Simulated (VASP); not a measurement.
# AlGaN2 (P-4m2) in VASP: notebook, part 3 of 3

VASP 6.6.1. Earlier steps stand in the parts before.

### Step 6. Single point, r2SCAN (biaxial strain in the a-b plane: -4.0 %, then relaxed in part)

File POSCAR:

```
AlGaN2
1.0
    3.0129853682      0.0000000000      0.0000000000
    0.0000000000      3.0129853682      0.0000000000
    0.0000000000      0.0000000000      4.6003362942
Al Ga N
1 1 2
Direct
    0.5000000000      0.5000000000      0.5000000000
    0.0000000000      0.0000000000      0.0000000000
    0.5000000000      0.0000000000      0.7400282838
    0.0000000000      0.5000000000      0.2599717162
```

File INCAR.step1:

```
SYSTEM = AlGaN2
PREC = Accurate
ENCUT = 520
ISMEAR = 0
SIGMA = 0.02
LREAL = .FALSE.
LASPH = .TRUE.
NELM = 100
NBANDS = 21
GGA = PE
ALGO = Normal
EDIFF = 1E-4
LWAVE = .TRUE.
LCHARG = .FALSE.
```

File INCAR.step2:

```
SYSTEM = AlGaN2
PREC = Accurate
ENCUT = 520
EDIFF = 1E-6
ISMEAR = 0
SIGMA = 0.02
LREAL = .FALSE.
LASPH = .TRUE.
NELM = 100
ALGO = Normal
ISIF = 2
LWAVE = .FALSE.
LCHARG = .FALSE.
METAGGA = R2SCAN
LMIXTAU = .TRUE.
NBANDS = 21
ISTART = 1
```

File KPOINTS:

```
regular mesh
0
G
  8 8 6
  0 0 0
```

Potentials or basis: VASP PAW PBE potentials, release 64 (Al, Ga_d, N).

Run with:

```
cat potpaw_PBE.64/Al/POTCAR potpaw_PBE.64/Ga_d/POTCAR potpaw_PBE.64/N/POTCAR > POTCAR
cp INCAR.step1 INCAR
mpirun -np 1 vasp_std > vasp.out
cp INCAR.step2 INCAR
mpirun -np 1 vasp_std > vasp.out
```

OUTCAR:

```text
SYSTEM = AlGaN2
   PREC = Accurate
   ENCUT = 520
   EDIFF = 1E-6
   ISMEAR = 0
   LREAL = .FALSE.
   LASPH = .TRUE.
   NELM = 100
   ISIF = 2
   METAGGA = R2SCAN
   ISTART = 1

 ion  position               nearest neighbor table
   1  0.500  0.500  0.500-   3 1.87   4 1.87   3 1.87   4 1.87   2 3.14   2 3.14   2 3.14   2 3.14
                             2 3.14   2 3.14   2 3.14   2 3.14
   2  0.000  0.000  0.000-   3 1.92   4 1.92   4 1.92   3 1.92   1 3.14   1 3.14   1 3.14   1 3.14
                             1 3.14   1 3.14   1 3.14   1 3.14
   3  0.500  0.000  0.740-   1 1.87   1 1.87   2 1.92   2 1.92
   4  0.000  0.500  0.260-   1 1.87   1 1.87   2 1.92   2 1.92

  LATTYP: Found a simple tetragonal cell.
 ALAT       =     3.0129853682
 C/A-ratio  =     1.5268365863

  Lattice vectors:

 A1 = (   3.0129853682,   0.0000000000,   0.0000000000)
 A2 = (   0.0000000000,   3.0129853682,   0.0000000000)
 A3 = (   0.0000000000,   0.0000000000,   4.6003362942)

Analysis of symmetry for initial positions (statically):
=====================================================================
 Subroutine PRICEL returns:
 Original cell was already a primitive cell.

 Routine SETGRP: Setting up the symmetry group for a
 simple tetragonal supercell.

 Subroutine GETGRP returns: Found  8 space group operations
 (whereof  8 operations were pure point group operations)
 out of a pool of 16 trial point group operations.

The static configuration has the point symmetry D_2d.

Analysis of symmetry for dynamics (positions and initial velocities):
=====================================================================
 Subroutine PRICEL returns:
 Original cell was already a primitive cell.

 Routine SETGRP: Setting up the symmetry group for a
 simple tetragonal supercell.

 Subroutine GETGRP returns: Found  8 space group operations
 (whereof  8 operations were pure point group operations)
 out of a pool of 16 trial point group operations.

The dynamic configuration has the point symmetry D_2d.

 Subroutine INISYM returns: Found  8 space group operations
 (whereof  8 operations are pure point group operations),
 and found     1 'primitive' translations

----------------------------------------------------------------------------------------

                                     Primitive cell

  volume of cell :      41.7622

  direct lattice vectors                    reciprocal lattice vectors
     3.012985368  0.000000000  0.000000000     0.331896733  0.000000000  0.000000000
     0.000000000  3.012985368  0.000000000     0.000000000  0.331896733  0.000000000
     0.000000000  0.000000000  4.600336294     0.000000000  0.000000000  0.217375413

  length of vectors
     3.012985368  3.012985368  4.600336294     0.331896733  0.331896733  0.217375413

  position of ions in fractional coordinates (direct lattice)
     0.500000000  0.500000000  0.500000000
     0.000000000  0.000000000  0.000000000
     0.500000000  0.000000000  0.740028284
     0.000000000  0.500000000  0.259971716

  ion indices of the primitive-cell ions
   primitive index   ion index
                 1           1
                 2           2
                 3           3
                 4           4

----------------------------------------------------------------------------------------

 KPOINTS: regular mesh

Automatic generation of k-mesh.
 Grid dimensions read from file:
 generate k-points for:    8    8    6

 Generating k-lattice:

  Cartesian coordinates                     Fractional coordinates (reciprocal lattice)
     0.041487092  0.000000000  0.000000000     0.125000000  0.000000000  0.000000000
     0.000000000  0.041487092  0.000000000     0.000000000  0.125000000  0.000000000
     0.000000000  0.000000000  0.036229235     0.000000000  0.000000000  0.166666667

  Length of vectors
     0.041487092  0.041487092  0.036229235

  Shift w.r.t. Gamma in fractional coordinates (k-lattice)
     0.000000000  0.000000000  0.000000000

 Subroutine IBZKPT returns following result:
 ===========================================

 Found     60 irreducible k-points:

 Following reciprocal coordinates:
            Coordinates               Weight
  0.000000  0.000000  0.000000      1.000000
  0.125000  0.000000  0.000000      4.000000
  0.250000  0.000000  0.000000      4.000000
  0.375000  0.000000  0.000000      4.000000
  0.500000  0.000000  0.000000      2.000000
  0.125000  0.125000  0.000000      4.000000
[... 16 lines left out ...]
  0.375000  0.125000  0.166667     16.000000
  0.500000  0.125000  0.166667      8.000000
 [... further k-points ...]
   k-points           NKPTS =     60   k-points in BZ     NKDIM =     60   number of bands    NBANDS=     21
   number of dos      NEDOS =    301   number of ions     NIONS =      4
   total plane-waves  NPLWV =  20736
   dimension x,y,z NGX =    24 NGY =   24 NGZ =   36
   dimension x,y,z NGXF=    48 NGYF=   48 NGZF=   72
   ions per type =               1   1   2
   NGX,Y,Z   is equivalent  to a cutoff of  13.24, 13.24, 13.01 a.u.
   NGXF,Y,Z  is equivalent  to a cutoff of  26.48, 26.48, 26.02 a.u.
 SYSTEM =  AlGaN2
   PREC   = accura    normal or accurate (medium, high low for compatibility)
   ISTART =      1    job   : 0-new  1-cont  2-samecut
   ICHARG =      0    charge: 1-file 2-atom 10-const
   ISPIN  =      1    spin polarized calculation?
   LNONCOLLINEAR =      F non collinear calculations
   LSORBIT =      F    spin-orbit coupling
   LASPH  =      T    aspherical Exc in radial PAW
   ENCUT  =  520.0 eV  38.22 Ry    6.18 a.u.   5.60  5.60  8.55*2*pi/ulx,y,z
   NELM   =    100;   NELMIN=  2; NELMDL=  0     # of ELM steps
   EDIFF  = 0.1E-05   stopping-criterion for ELM
   LREAL  =      F    real-space projection
   EDIFFG = 0.1E-04   stopping-criterion for IOM
   NSW    =      0    number of steps for IOM
   IBRION =     -1    ionic relax: 0-MD 1-quasi-New 2-CG
   NFREE  =      0    steps in history (QN), initial steepest desc. (CG)
   ISIF   =      2    stress and relaxation
   ISYM   =      2    0-nonsym 1-usesym 2-fastsym
   POTIM  = 0.5000    time-step for ionic-motion
   TEBEG  =    0.0;   TEEND  =   0.0 temperature during run
   PSTRESS=    0.0 pullay stress
   NELECT =      26.0000    total number of electrons
   NUPDOWN=      -1.0000    fix difference up-down
   EMIN   =  10.00;   EMAX   =-10.00  energy-range for DOS
   EFERMI =   0.00;   METHOD = LEGACY
   ISMEAR =     0;   SIGMA  =   0.02  broadening in eV -4-tet -1-fermi 0-gaus
   EFERMI_NEDOS =   21; number of points for ismear=-14 and -15
   IALGO  =     38    algorithm
   IMIX   =      4    mixing-type and parameters
     AMIX     =   0.40;   BMIX     =  1.00
     AMIX_MAG =   1.60;   BMIX_MAG =  1.00
  volume/ion in A,a.u.               =      10.44        70.46
  Fermi-wavevector in a.u.,A,eV,Ry     =   1.397885  2.641619 26.586901  1.954082
  Thomas-Fermi vector in A             =   2.521097
   LORBIT       =      0    0 simple, 1 ext, 2 COOP (PROOUT), +10 PAW based schemes
   METAGGA = R2SCAN    functional components
   LHFCALC =     F    Hartree Fock is set to
   AEXX    =    0.0000 exact exchange contribution
   IVDW    =     0    specifies the selected vdW correction
   LEPSILON=     F    determine dielectric tensor
   LRPA    =     F    only Hartree local field effects (RPA)
 non-spin polarized calculation
 Gauss-broadening in eV      SIGMA  =   0.02
  energy-cutoff  :      520.00
  volume of cell :       41.76
 maximum number of plane-waves:      1156
 NGX is ok and might be reduce to    24
   NGX = 11   NGY = 11   NGZ = 17

 number of electron      26.0000018 magnetization

 Free energy of the ion-electron system (eV)
  ---------------------------------------------------
  ext. energy  EPLUGINS =         0.00000000
  ---------------------------------------------------
  free energy    TOTEN  =       -40.92953055 eV

  energy without entropy =      -40.92953055  energy(sigma->0) =      -40.92953055

 E-fermi :   6.1639     XC(G=0): -12.3052

 val. band max:        5.9882988103   @ k =   0.0000   0.0000   0.0000
 cond. band min:       9.5338979364   @ k =   0.0000   0.0000   0.0000
 fundamental gap:      3.5455991262
 Fermi energy:         6.1639282099

 k-point     1 :       0.0000    0.0000    0.0000
  band No.  band energies     occupation
      1     -10.7637      2.00000
      2      -9.0635      2.00000
      3      -7.4621      2.00000
      4      -7.4621      2.00000
      5      -7.3984      2.00000
      6      -7.2365      2.00000
[... 550 lines left out ...]
      5      -7.3630      2.00000
      6      -6.7562      2.00000
[... 13 lines left out ...]
     20      19.3622      0.00000
     21      19.7728      0.00000

 [... further k-points ...]
[... 5 lines left out ...]
  --------------------------------------------------------------------------------------
  -------------------------------------------------------------------------------------
  Total        3.6154605      3.6154605      0.1547883      0.0000000      0.0000000     -0.0000000
  in kB      138.7045078    138.7045078      5.9383417      0.0000000      0.0000000     -0.0000000
  external PRESSURE =      94.4491191 kB  Pullay stress =       0.0000000 kB

 VOLUME and BASIS-vectors are now :
 -----------------------------------------------------------------------------
  energy-cutoff  :      520.00
  volume of cell :       41.76
      direct lattice vectors                 reciprocal lattice vectors
     3.012985368  0.000000000  0.000000000     0.331896733  0.000000000  0.000000000
     0.000000000  3.012985368  0.000000000     0.000000000  0.331896733  0.000000000
     0.000000000  0.000000000  4.600336294     0.000000000  0.000000000  0.217375413

 POSITION                                       TOTAL-FORCE (eV/Angst)
 -----------------------------------------------------------------------------------
      1.50649      1.50649      2.30017        -0.000000     -0.000000      0.000000
      0.00000      0.00000      0.00000         0.000000      0.000000      0.000000
      1.50649      0.00000      3.40438        -0.000000      0.000000     -0.100775
      0.00000      1.50649      1.19596        -0.000000      0.000000      0.100775
 -----------------------------------------------------------------------------------
    total drift:                                0.000000      0.000000      0.000000

  FREE ENERGIE OF THE ION-ELECTRON SYSTEM (eV)
  ---------------------------------------------------
  free  energy   TOTEN  =       -40.9295305529 eV

  energy  without entropy=      -40.9295305529  energy(sigma->0) =      -40.92953055
```

Run time: 2.7 min. Hardware: 1 thread of Intel Xeon Platinum 8259CL at 2.50GHz (Skylake/Cascade Lake), shared host; peak memory 0.2 GiB.

What came out:

| Property | Result |
| --- | --- |
| Free energy | -40.9295 eV |
| Pressure | 9.4 GPa |
| Largest force | 0.101 eV/Å |
| Band gap on the k mesh | 3.55 eV |

Forces on the atoms (eV/Å):
```
Al   0.000  0.000  0.000
Ga   0.000  0.000  0.000
N    0.000  0.000 -0.101
N    0.000  0.000  0.101
```

Levels at points of the mesh, in eV from the valence-band top:
```csv
k point,band 11,band 12,band 13,band 14,band 15,band 16
"(0.00, 0.00, 0.00)",-0.62,0.00,0.00,3.55,4.34,9.40
"(0.50, 0.00, 0.00)",-3.51,-0.85,-0.44,7.98,8.11,9.53
"(0.50, 0.50, 0.00)",-2.77,-2.76,-2.76,3.59,3.59,6.64
"(0.00, 0.00, 0.50)",-1.52,-0.85,-0.85,5.87,5.91,8.81
"(0.50, 0.00, 0.50)",-1.20,-0.84,-0.36,5.81,7.21,10.22
"(0.50, 0.50, 0.50)",-3.58,-3.50,-3.50,6.28,6.28,9.76
```

Caveat: the cell differs from its parent crystal (biaxial strain in the a-b plane: -4.0 %, then relaxed in part); the cell stands under pressure; the PAW data sets were made with another functional, which shifts forces and pressure a little. A k mesh can miss the band edges.

### Step 7. The runs side by side

| cell | gap on the mesh (eV) | pressure (GPa) | largest force (eV/Å) |
| --- | --- | --- | --- |
| a = 2.950, b = 2.950, c = 4.582 Å, 4 atoms | 3.55 | 21.4 | 0.10 |
| a = 2.950, b = 2.950, c = 4.681 Å, 4 atoms | 3.47 | 15.1 | 0.11 |
| a = 3.013, b = 3.013, c = 4.528 Å, 4 atoms | 3.65 | 13.5 | 0.07 |
| a = 3.013, b = 3.013, c = 4.600 Å, 4 atoms | 3.55 | 9.4 | 0.10 |

Alike in all rows: task single point; level r2SCAN; potentials or basis VASP PAW PBE potentials, release 64 (Al, Ga_d, N); no spin polarisation; k mesh 8 × 8 × 6; cutoff (eV) 520; smearing gaussian 0.02 eV.

Caveats: the cell stands under pressure; the PAW data sets were made with another functional, which shifts forces and pressure a little.

Absolute energies hang on the potentials; compare differences alone.
